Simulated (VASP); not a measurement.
# Pt (I4/mmm) in VASP: a series of runs

Pt is run at these levels: PBEsol; tasks: single point.

Program: VASP 6.6.1. These are calculated values, not measurements. Logs are shortened: lines on timing, memory, paths and dates and some standing lists are left out, and cuts for length are marked.

### Step 1. The cell of the first run

It takes space group I4/mmm (No. 139, tetragonal). The conventional cell has a = 3.168 Å, b = 3.168 Å, c = 3.073 Å, α = 90.00°, β = 90.00°, γ = 90.00°. Pt (site symmetry 4/mmm) has 14 Pt at 2.72 to 3.17 Å within 3.6 Å.

### Step 2. Single point, PBEsol (strain -0.0300 x Voigt [0, 0, 1, 0, 0, 0])

File INCAR:

```
PREC     = Accurate       # precision mode
ENCUT    = 520            # plane-wave cutoff, eV
EDIFF    = 1E-6           # SCF threshold, eV
ISMEAR   = 0              # smearing method
SIGMA    = 0.15           # smearing width, eV
LREAL    = F              # projectors in reciprocal space
LASPH    = T              # aspherical terms in the spheres
NELM     = 60             # most SCF steps
ALGO     = Fast           # electronic algorithm
ISIF     = 2              # what is computed and relaxed
LWAVE    = F              # write WAVECAR
LCHARG   = T              # write CHGCAR
GGA      = PS             # functional
LELF     = T              # ELF
LVHAR    = T            
NBANDS   = 11             # bands
```

File KPOINTS:

```
Automatic mesh
0
Gamma
  22 22 22
```

File POSCAR:

```
Pt
1.0
   -1.5842200000      1.5842200000      1.5366934000
    1.5842200000     -1.5842200000      1.5366934000
    1.5842200000      1.5842200000     -1.5366934000
Pt
1
Direct
    0.0000000000      0.0000000000      0.0000000000
```

Potentials or basis: VASP PAW PBE potentials, release 64 (Pt).

The run is started by

```
$ cat potpaw_PBE.64/Pt/POTCAR > POTCAR
$ mpirun -np 1 vasp_std > vasp.out
```

OUTCAR:

```text
PREC = Accurate
   ENCUT = 520
   EDIFF = 1E-6
   ISMEAR = 0
   LREAL = F
   LASPH = T
   NELM = 60
   ISIF = 2
   GGA = PS

 ion  position               nearest neighbor table
   1  0.000  0.000  0.000-

  LATTYP: Found a body centered tetragonal cell.
 ALAT       =     3.1684400000
 C/A-ratio  =     0.9700000000

  Lattice vectors:

 A1 = (  -1.5842200000,   1.5842200000,   1.5366934000)
 A2 = (   1.5842200000,  -1.5842200000,   1.5366934000)
 A3 = (   1.5842200000,   1.5842200000,  -1.5366934000)

Analysis of symmetry for initial positions (statically):
=====================================================================
 Subroutine PRICEL returns:
 Original cell was already a primitive cell.

 Routine SETGRP: Setting up the symmetry group for a
 body centered tetragonal supercell.

 Subroutine GETGRP returns: Found 16 space group operations
 (whereof 16 operations were pure point group operations)
 out of a pool of 16 trial point group operations.

The static configuration has the point symmetry D_4h.

Analysis of symmetry for dynamics (positions and initial velocities):
=====================================================================
 Subroutine PRICEL returns:
 Original cell was already a primitive cell.

 Routine SETGRP: Setting up the symmetry group for a
 body centered tetragonal supercell.

 Subroutine GETGRP returns: Found 16 space group operations
 (whereof 16 operations were pure point group operations)
 out of a pool of 16 trial point group operations.

The dynamic configuration has the point symmetry D_4h.

 Subroutine INISYM returns: Found 16 space group operations
 (whereof 16 operations are pure point group operations),
 and found     1 'primitive' translations

----------------------------------------------------------------------------------------

                                     Primitive cell

  volume of cell :      15.4269

  direct lattice vectors                    reciprocal lattice vectors
    -1.584220000  1.584220000  1.536693400     0.000000000  0.315612731  0.325373949
     1.584220000 -1.584220000  1.536693400     0.315612731  0.000000000  0.325373949
     1.584220000  1.584220000 -1.536693400     0.315612731  0.315612731  0.000000000

  length of vectors
     2.716787188  2.716787188  2.716787188     0.453298580  0.453298580  0.446343804

  position of ions in fractional coordinates (direct lattice)
     0.000000000  0.000000000  0.000000000

  ion indices of the primitive-cell ions
   primitive index   ion index
                 1           1

----------------------------------------------------------------------------------------

 KPOINTS: Automatic mesh

Automatic generation of k-mesh.
 Grid dimensions read from file:
 generate k-points for:   22   22   22

 Generating k-lattice:

  Cartesian coordinates                     Fractional coordinates (reciprocal lattice)
     0.000000000  0.014346033  0.014789725     0.045454545  0.000000000  0.000000000
     0.014346033  0.000000000  0.014789725     0.000000000  0.045454545  0.000000000
     0.014346033  0.014346033  0.000000000     0.000000000  0.000000000  0.045454545

  Length of vectors
     0.020604481  0.020604481  0.020288355

  Shift w.r.t. Gamma in fractional coordinates (k-lattice)
     0.000000000  0.000000000  0.000000000

 Subroutine IBZKPT returns following result:
 ===========================================

 Found    834 irreducible k-points:

 Following reciprocal coordinates:
            Coordinates               Weight
  0.000000  0.000000  0.000000      1.000000
  0.045455  0.000000 -0.000000      8.000000
  0.090909  0.000000 -0.000000      8.000000
  0.136364  0.000000  0.000000      8.000000
  0.181818  0.000000  0.000000      8.000000
  0.227273  0.000000 -0.000000      8.000000
[... 16 lines left out ...]
  0.500000  0.045455  0.000000     16.000000
 -0.454545  0.045455 -0.000000     16.000000
 [... further k-points ...]
   k-points           NKPTS =    834   k-points in BZ     NKDIM =    834   number of bands    NBANDS=     11
   number of dos      NEDOS =    301   number of ions     NIONS =      1
   total plane-waves  NPLWV =   8000
   dimension x,y,z NGX =    20 NGY =   20 NGZ =   20
   dimension x,y,z NGXF=    40 NGYF=   40 NGZF=   40
   ions per type =               1
   NGX,Y,Z   is equivalent  to a cutoff of  12.24, 12.24, 12.24 a.u.
   NGXF,Y,Z  is equivalent  to a cutoff of  24.48, 24.48, 24.48 a.u.
 SYSTEM =  unknown system
   PREC   = accura    normal or accurate (medium, high low for compatibility)
   ISTART =      0    job   : 0-new  1-cont  2-samecut
   ICHARG =      2    charge: 1-file 2-atom 10-const
   ISPIN  =      1    spin polarized calculation?
   LNONCOLLINEAR =      F non collinear calculations
   LSORBIT =      F    spin-orbit coupling
   LASPH  =      T    aspherical Exc in radial PAW
   ENCUT  =  520.0 eV  38.22 Ry    6.18 a.u.   5.05  5.05  5.05*2*pi/ulx,y,z
   NELM   =     60;   NELMIN=  2; NELMDL= -5     # of ELM steps
   EDIFF  = 0.1E-05   stopping-criterion for ELM
   LREAL  =      F    real-space projection
[... 7 lines left out ...]
   TEBEG  =    0.0;   TEEND  =   0.0 temperature during run
   PSTRESS=    0.0 pullay stress
   NELECT =      10.0000    total number of electrons
   NUPDOWN=      -1.0000    fix difference up-down
   EMIN   =  10.00;   EMAX   =-10.00  energy-range for DOS
   EFERMI =   0.00;   METHOD = LEGACY
   ISMEAR =     0;   SIGMA  =   0.15  broadening in eV -4-tet -1-fermi 0-gaus
   EFERMI_NEDOS =   21; number of points for ismear=-14 and -15
   IALGO  =     68    algorithm
   IMIX   =      4    mixing-type and parameters
     AMIX     =   0.40;   BMIX     =  1.00
     AMIX_MAG =   1.60;   BMIX_MAG =  1.00
  volume/ion in A,a.u.               =      15.43       104.11
  Fermi-wavevector in a.u.,A,eV,Ry     =   1.416822  2.677406 27.312143  2.007386
  Thomas-Fermi vector in A             =   2.538117
   LORBIT       =      0    0 simple, 1 ext, 2 COOP (PROOUT), +10 PAW based schemes
   GGA     = PS    functional components
   LHFCALC =     F    Hartree Fock is set to
   AEXX    =    0.0000 exact exchange contribution
   IVDW    =     0    specifies the selected vdW correction
   LEPSILON=     F    determine dielectric tensor
   LRPA    =     F    only Hartree local field effects (RPA)
 non-spin polarized calculation
 RMM-DIIS sequential band-by-band and
 Gauss-broadening in eV      SIGMA  =   0.15
  energy-cutoff  :      520.00
  volume of cell :       15.43
 maximum number of plane-waves:       430
   NGX = 11   NGY = 11   NGZ = 11

 number of electron      10.0000000 magnetization

 number of electron       9.9999999 magnetization

 Free energy of the ion-electron system (eV)
  ---------------------------------------------------
  ext. energy  EPLUGINS =         0.00000000
  ---------------------------------------------------
  free energy    TOTEN  =        -6.85574587 eV

  energy without entropy =       -6.84310617  energy(sigma->0) =       -6.84942602

 E-fermi :  10.4321     XC(G=0): -13.4873

 val. band max:       10.4312559669   @ k =  -0.3636   0.3636   0.0455
 cond. band min:      10.4338735562   @ k =  -0.0455   0.3636   0.0455
 fundamental gap:      0.0026175893
 Fermi energy:        10.4321221722

 k-point     1 :       0.0000    0.0000    0.0000
  band No.  band energies     occupation
      1       0.6350      2.00000
      2       6.6574      2.00000
      3       6.9288      2.00000
      4       6.9288      2.00000
      5       9.2403      2.00000
      6       9.6013      2.00000
      7      27.3310      0.00000
      8      27.3310      0.00000
      9      27.9445      0.00000
     10      37.6782      0.00000
     11      37.9529      0.00000

 k-point     2 :       0.0455    0.0000   -0.0000
  band No.  band energies     occupation
      1       0.7225      2.00000
      2       6.6672      2.00000
      3       6.9267      2.00000
      4       6.9530      2.00000
      5       9.2346      2.00000
      6       9.5652      2.00000
      7      27.4073      0.00000
      8      27.4618      0.00000
      9      27.9900      0.00000
     10      36.2456      0.00000
     11      37.2089      0.00000

 k-point     3 :       0.0909    0.0000   -0.0000
  band No.  band energies     occupation
      1       0.9803      2.00000
      2       6.6188      2.00000
      3       6.9160      2.00000
      4       7.1058      2.00000
      5       9.2083      2.00000
      6       9.4865      2.00000
      7      27.5843      0.00000
      8      27.8477      0.00000
      9      28.0741      0.00000
     10      34.7798      0.00000
     11      35.7634      0.00000

 k-point     4 :       0.1364    0.0000    0.0000
  band No.  band energies     occupation
      1       1.3928      2.00000
      2       6.4792      2.00000
      3       6.8885      2.00000
      4       7.4262      2.00000
      5       9.1447      2.00000
      6       9.4353      2.00000
      7      27.7005      0.00000
      8      28.0041      0.00000
      9      28.4700      0.00000
     10      33.7002      0.00000
     11      34.2914      0.00000

 k-point     5 :       0.1818    0.0000    0.0000
  band No.  band energies     occupation
      1       1.9272      2.00000
      2       6.2882      2.00000
      3       6.8494      2.00000
      4       7.8810      2.00000
      5       9.0773      2.00000
      6       9.4393      2.00000
      7      27.4243      0.00000
      8      27.5180      0.00000
      9      29.2992      0.00000
     10      33.1239      0.00000
     11      33.4508      0.00000
[... 211 lines left out ...]
 k-point    21 :       0.4091    0.0455   -0.0000
  band No.  band energies     occupation
      1       3.7101      2.00000
      2       5.3334      2.00000
      3       8.9802      2.00000
      4       9.6132      2.00000
      5      10.0876      1.99884
      6      11.5229      0.00000
      7      18.1086      0.00000
      8      23.8643      0.00000
      9      26.5580      0.00000
     10      34.5773      0.00000
     11      35.2379      0.00000

 k-point    22 :       0.4545    0.0455   -0.0000
  band No.  band energies     occupation
      1       3.6935      2.00000
      2       5.2815      2.00000
      3       9.2225      2.00000
      4       9.6601      2.00000
      5      10.4742      0.69136
      6      11.9220      0.00000
      7      17.1145      0.00000
      8      23.6382      0.00000
      9      26.0766      0.00000
     10      34.7197      0.00000
     11      35.4509      0.00000

 k-point    23 :       0.5000    0.0455    0.0000
  band No.  band energies     occupation
      1       3.6939      2.00000
      2       5.2826      2.00000
      3       9.3028      2.00000
      4       9.5480      2.00000
      5      10.4848      0.61920
      6      11.9239      0.00000
      7      17.1337      0.00000
      8      23.6432      0.00000
      9      26.0714      0.00000
     10      34.7895      0.00000
     11      35.3881      0.00000

 k-point    24 :      -0.4545    0.0455   -0.0000
  band No.  band energies     occupation
      1       3.7109      2.00000
      2       5.3365      2.00000
      3       9.0893      2.00000
      4       9.4154      2.00000
      5      10.1218      1.99657
      6      11.5320      0.00000
      7      18.1533      0.00000
      8      23.8795      0.00000
      9      26.5419      0.00000
     10      34.7567      0.00000
     11      35.0473      0.00000

 [... further k-points ...]
[... 5 lines left out ...]
  --------------------------------------------------------------------------------------
  -------------------------------------------------------------------------------------
  Total       -0.2954721     -0.2954721     -0.6212036      0.0000000     -0.0000000      0.0000000
  in kB      -30.6866084    -30.6866084    -64.5158367      0.0000000     -0.0000000      0.0000000
  external PRESSURE =     -41.9630178 kB  Pullay stress =       0.0000000 kB

 VOLUME and BASIS-vectors are now :
 -----------------------------------------------------------------------------
  energy-cutoff  :      520.00
  volume of cell :       15.43
      direct lattice vectors                 reciprocal lattice vectors
    -1.584220000  1.584220000  1.536693400     0.000000000  0.315612731  0.325373949
     1.584220000 -1.584220000  1.536693400     0.315612731  0.000000000  0.325373949
     1.584220000  1.584220000 -1.536693400     0.315612731  0.315612731  0.000000000

 POSITION                                       TOTAL-FORCE (eV/Angst)
 -----------------------------------------------------------------------------------
      0.00000      0.00000      0.00000         0.000000     -0.000000     -0.000000
 -----------------------------------------------------------------------------------
    total drift:                                0.000000     -0.000000      0.000000

  FREE ENERGIE OF THE ION-ELECTRON SYSTEM (eV)
  ---------------------------------------------------
  free  energy   TOTEN  =        -6.8557458726 eV

  energy  without entropy=       -6.8431061747  energy(sigma->0) =       -6.84942602
```

It took 41 s on 1 thread of Intel Xeon 6975P-C (Granite Rapids), shared host; peak memory 0.25 GiB.

What came out:

| Item | Value |
| --- | --- |
| Free energy | -6.8557 eV |
| Pressure | -4.2 GPa |
| Band gap on the k mesh | zero (band 5 reaches 11.52 eV, above the bottom of band 6 at 9.28 eV) |

Stress tensor (GPa, compression positive):
```
-3.07  0.00  0.00
 0.00 -3.07  0.00
 0.00  0.00 -6.45
```

Levels at points of the mesh, in eV from the Fermi level:
```
           k point  band 2  band 3  band 4  band 5  band 6  band 7  band 8  band 9
(0.00, 0.00, 0.00)   -3.77   -3.50   -3.50   -1.19   -0.83   16.90   16.90   17.51
(0.50, 0.00, 0.00)   -5.18   -1.12   -0.56    0.21    1.14    6.58   13.14   15.78
(0.50, 0.50, 0.00)   -4.88   -1.43   -0.75    0.01    1.08    6.31   13.49   16.53
(0.50, 0.50, 0.50)   -6.30    0.55    0.55    0.64    7.37    7.37    8.31   13.05
```

Caveat: the cell differs from its parent crystal (strain -0.0300 x Voigt [0, 0, 1, 0, 0, 0]); the PAW data sets were made with another functional, which shifts forces and pressure a little; spin-orbit coupling is left out, which moves the levels of the heavy elements.

### Step 3. Single point, PBEsol (strain -0.0200 x Voigt [0, 0, 1, 0, 0, 0])

File INCAR:

```
PREC = Accurate ; ENCUT = 520
EDIFF = 1E-6 ; ISMEAR = 0
SIGMA = 0.15 ; LREAL = False
LASPH = True ; NELM = 60
ALGO = Fast ; ISIF = 2
LWAVE = False ; LCHARG = False
GGA = PS ; NBANDS = 11
```

File KPOINTS:

```
regular mesh
0
Gamma
  22 22 22
```

File POSCAR:

```
Pt
1.0
   -1.5842200000      1.5842200000      1.5525356000
    1.5842200000     -1.5842200000      1.5525356000
    1.5842200000      1.5842200000     -1.5525356000
Pt
1
Direct
    0.0000000000      0.0000000000      0.0000000000
```

Potentials or basis: VASP PAW PBE potentials, release 64 (Pt).

The run is started by

```
$ cat potpaw_PBE.64/Pt/POTCAR > POTCAR
$ mpirun -np 1 vasp_std > vasp.out
```

OUTCAR:

```text
PREC = Accurate
   ENCUT = 520
   EDIFF = 1E-6
   ISMEAR = 0
   LREAL = False
   LASPH = True
   NELM = 60
   ISIF = 2
   GGA = PS

 ion  position               nearest neighbor table
   1  0.000  0.000  0.000-

  LATTYP: Found a body centered tetragonal cell.
 ALAT       =     3.1684400000
 C/A-ratio  =     0.9800000000

  Lattice vectors:

 A1 = (  -1.5842200000,   1.5842200000,   1.5525356000)
 A2 = (   1.5842200000,  -1.5842200000,   1.5525356000)
 A3 = (   1.5842200000,   1.5842200000,  -1.5525356000)
[... 508 lines left out ...]
      2       5.2598      2.00000
      3       8.8907      2.00000
      4       9.2612      2.00000
      5       9.9165      1.99799
      6      11.3265      0.00000
      7      17.8333      0.00000
      8      23.7162      0.00000
      9      26.3418      0.00000
     10      34.4598      0.00000
     11      34.7825      0.00000

 [... further k-points ...]
[... 5 lines left out ...]
  --------------------------------------------------------------------------------------
  -------------------------------------------------------------------------------------
  Total       -0.5819980     -0.5819980     -0.7954570      0.0000000      0.0000000     -0.0000000
  in kB      -59.8273128    -59.8273128    -81.7701454      0.0000000      0.0000000     -0.0000000
  external PRESSURE =     -67.1415904 kB  Pullay stress =       0.0000000 kB

 VOLUME and BASIS-vectors are now :
 -----------------------------------------------------------------------------
  energy-cutoff  :      520.00
  volume of cell :       15.59
      direct lattice vectors                 reciprocal lattice vectors
    -1.584220000  1.584220000  1.552535600     0.000000000  0.315612731  0.322053807
     1.584220000 -1.584220000  1.552535600     0.315612731  0.000000000  0.322053807
     1.584220000  1.584220000 -1.552535600     0.315612731  0.315612731  0.000000000

 POSITION                                       TOTAL-FORCE (eV/Angst)
 -----------------------------------------------------------------------------------
      0.00000      0.00000      0.00000        -0.000000     -0.000000     -0.000000
 -----------------------------------------------------------------------------------
    total drift:                                0.000000      0.000000      0.000000

  FREE ENERGIE OF THE ION-ELECTRON SYSTEM (eV)
  ---------------------------------------------------
  free  energy   TOTEN  =        -6.8485712002 eV

  energy  without entropy=       -6.8356988897  energy(sigma->0) =       -6.84213504
```

OSZICAR:

```text
N       E                     dE             d eps       ncg     rms          rms(c)
DAV:   1     0.388099617555E+02    0.38810E+02   -0.53420E+03 18708   0.842E+02
DAV:   2    -0.666658744166E+01   -0.45477E+02   -0.43562E+02 20973   0.175E+02
DAV:   3    -0.728193637438E+01   -0.61535E+00   -0.61221E+00 21488   0.194E+01
DAV:   4    -0.728431911732E+01   -0.23827E-02   -0.23826E-02 21316   0.142E+00
DAV:   5    -0.728433801976E+01   -0.18902E-04   -0.18902E-04 21716   0.117E-01    0.118E+01
RMM:   6    -0.689093259728E+01    0.39341E+00   -0.39362E-01 18384   0.526E+00    0.601E+00
RMM:   7    -0.685231187548E+01    0.38621E-01   -0.67526E-02 19323   0.233E+00    0.240E+00
RMM:   8    -0.684899018064E+01    0.33217E-02   -0.86272E-03 19936   0.829E-01    0.658E-01
RMM:   9    -0.684855412385E+01    0.43606E-03   -0.10780E-03 21237   0.283E-01    0.387E-02
RMM:  10    -0.684857016228E+01   -0.16038E-04   -0.14965E-04 21393   0.938E-02    0.429E-02
RMM:  11    -0.684857089116E+01   -0.72888E-06   -0.15618E-05 21439   0.282E-02    0.235E-02
RMM:  12    -0.684857120025E+01   -0.30909E-06   -0.55697E-06 19892   0.178E-02
   1 F= -.68485712E+01 E0= -.68421350E+01  d E =-.128723E-01
```

Wall time 42 s (1 thread of Intel Xeon 6975P-C (Granite Rapids), shared host); peak memory 0.24 GiB.

Results:

* Free energy: -6.8486 eV
* Pressure: -6.7 GPa
* Band gap on the k mesh: zero (band 5 reaches 11.31 eV, above the bottom of band 6 at 9.15 eV)

Levels at points of the mesh, in eV from the Fermi level:
| k point | band 1 | band 2 | band 3 | band 4 | band 5 | band 6 | band 7 | band 8 | band 9 | band 10 |
| --- | --- | --- | --- | --- | --- | --- | --- | --- | --- | --- |
| (0.00, 0.00, 0.00) | -9.69 | -3.66 | -3.48 | -3.48 | -1.10 | -0.87 | 16.97 | 16.97 | 17.37 | 27.19 |
| (0.50, 0.00, 0.00) | -6.70 | -5.06 | -1.11 | -0.59 | 0.22 | 1.11 | 6.46 | 13.18 | 15.78 | 24.27 |
| (0.50, 0.50, 0.00) | -6.72 | -4.87 | -1.32 | -0.71 | 0.09 | 1.08 | 6.28 | 13.41 | 16.27 | 23.76 |
| (0.50, 0.50, 0.50) | -6.20 | -6.19 | 0.55 | 0.55 | 0.61 | 7.45 | 7.45 | 8.07 | 12.92 | 18.99 |

Caveat: the cell differs from its parent crystal (strain -0.0200 x Voigt [0, 0, 1, 0, 0, 0]); the PAW data sets were made with another functional, which shifts forces and pressure a little; spin-orbit coupling is left out, which moves the levels of the heavy elements.

[end of part 1 of 2]
